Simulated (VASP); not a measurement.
Runs of VASP 6.6.1 on Hf3AlN4. The structure is that of space group Pm-3m (No. 221), or close to it. The cells are those of the table. 

| task | cell | k mesh | cutoff (eV) | gap on the mesh (eV) | pressure (GPa) | relaxed volume (Å³/atom) |
| --- | --- | --- | --- | --- | --- | --- |
| relaxation of cell and atoms | relaxed from a = 4.494 Å, 8 atoms | 8 × 8 × 8 | 600 | none | 0.0 | (b) |
| relaxation of cell and atoms | relaxed from a = 4.872 Å, 8 atoms | 4 × 4 × 4 | 600 | none | 0.1 | (a) |
| single point | a = 4.498 Å, 8 atoms | 8 × 8 × 8 | 520 | none | -2.0 | - |
| single point | a = 4.494 Å, 8 atoms | 4 × 4 × 4 | 520 | none | -2.4 | - |
| single point | a = 4.872 Å, 8 atoms | 4 × 4 × 4 | 520 | none | -35.4 | - |

Alike in all rows: level PBE; potentials or basis VASP PAW PBE potentials, release 64 (Hf_pv, Al, N); no spin polarisation; smearing gaussian 0.1 eV.

Fill in the values left out.

(a) 11.22; (b) 11.28.

Caveats: spin-orbit coupling is left out, which moves the levels of the heavy elements; the volume moved by over 15 % at a fixed basis, so the end points are rough (at least some runs); the cell stands under tension (at least some runs).

A k mesh can miss the band edges, and the runs leave out spin-orbit coupling on Hf.

A gap of «none» marks levels without a gap at the run's occupations.
